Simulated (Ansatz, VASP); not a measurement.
## TaN in VASP and in Ansatz

POSCAR

```
TaN
1.0
    0.0000000000      2.1533911456      2.1533911456
    2.1533911456      0.0000000000      2.1533911456
    2.1533911456      2.1533911456      0.0000000000
Ta N
1 1
Direct
    0.5000000000      0.5000000000      0.5000000000
    0.0000000000      0.0000000000      0.0000000000
```

INCAR.step1

```
PREC = Accurate
ENCUT = 660
ISMEAR = 0
SIGMA = 0.1
LREAL = False
LASPH = True
NELM = 120
NBANDS = 16
GGA = PE
ALGO = Normal
EDIFF = 1E-5
LWAVE = True
LCHARG = False
GGA_COMPAT = False
```

The input INCAR.step2:

```
PREC = Accurate
ENCUT = 660
EDIFF = 1E-6
ISMEAR = 0
SIGMA = 0.1
LREAL = False
LASPH = True
NELM = 120
ALGO = Normal
ISIF = 2
LWAVE = False
LCHARG = False
METAGGA = R2SCAN
LMIXTAU = True
NBANDS = 16
ISTART = 1
GGA_COMPAT = False
```

The input KPOINTS:

```
regular mesh
0
Gamma
  16 16 16
```

Input for Ansatz:

```yaml
crystal:
  lattice:
    - [0.0, 2.1533911456, 2.1533911456]
    - [2.1533911456, 0.0, 2.1533911456]
    - [2.1533911456, 2.1533911456, 0.0]
  atoms:
    - { symbol: Ta, position: [0.5, 0.5, 0.5] }
    - { symbol: "N", position: [0.0, 0.0, 0.0] }
basis:
  ecutwfc: 500
kpoints:
  mp_grid: { grid: [16, 16, 16] }
hamiltonian:
  xc: r2scan
scf:
  occupations: { method: gaussian, width: 0.1 }
output:
  forces: true
  stress: true
  eigenvalues: true
```

Alike in both runs: task single point; functional r2SCAN; k mesh 16 × 16 × 16; occupations gaussian, width 0.1 eV; no spin polarisation.

```csv
,VASP,Ansatz
version,VASP 6.6.1,Ansatz 0.2.0
potentials or method,"VASP PAW PBE potentials, release 64 (Ta_sv_GW, N), cutoff 660 eV","scalar-relativistic, plane waves, PAW"
valence electrons in the cell,18,18
```

VASP gave:

* gap on the k mesh at the Fermi level (eV): none
* pressure (GPa): 25.0

Task: What did Ansatz give for the same quantities?

Result: gap on the k mesh at the Fermi level (eV): none; pressure (GPa): 24.9.

VASP's potentials were made for PBE, not for r2SCAN. A gap of «none» marks a metal or a gap that the smearing closes. With one functional, cell and mesh, what is left measures potentials, basis and numerics.

Spin-orbit coupling is off throughout.
